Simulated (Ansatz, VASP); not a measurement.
## AlN in VASP and in Ansatz

```
CELL_PARAMETERS angstrom
0.00000 2.11933 2.11933
2.11933 0.00000 2.11933
2.11933 2.11933 0.00000
ATOMIC_POSITIONS crystal
Al 0.00000 0.00000 0.00000
N 0.25000 0.25000 0.25000
```

Change from the starting cell: hydrostatic strain -3.0%.

Alike in both runs: task single point; functional HSE06; k mesh 8 × 8 × 8; no spin polarisation.

```csv
,VASP,Ansatz
version,VASP 6.6.1,Ansatz 0.2.0
potentials or method,"VASP PAW PBE potentials, release 64 (Al, N)","plane waves, PAW"
plane-wave cutoff (eV),520,420
occupations,"gaussian, width 0.01 eV",fixed
valence electrons in the cell,8,8
```

|  | VASP | Ansatz | Ansatz less VASP |
| --- | --- | --- | --- |
| gap on the k mesh at the Fermi level (eV) | 4.64 | 4.64 | 0.000 |
| pressure (GPa) | 22.1 | 22.1 | 0.00 |

Ansatz's warnings: stress exchange threshold loose, stress scf threshold loose.
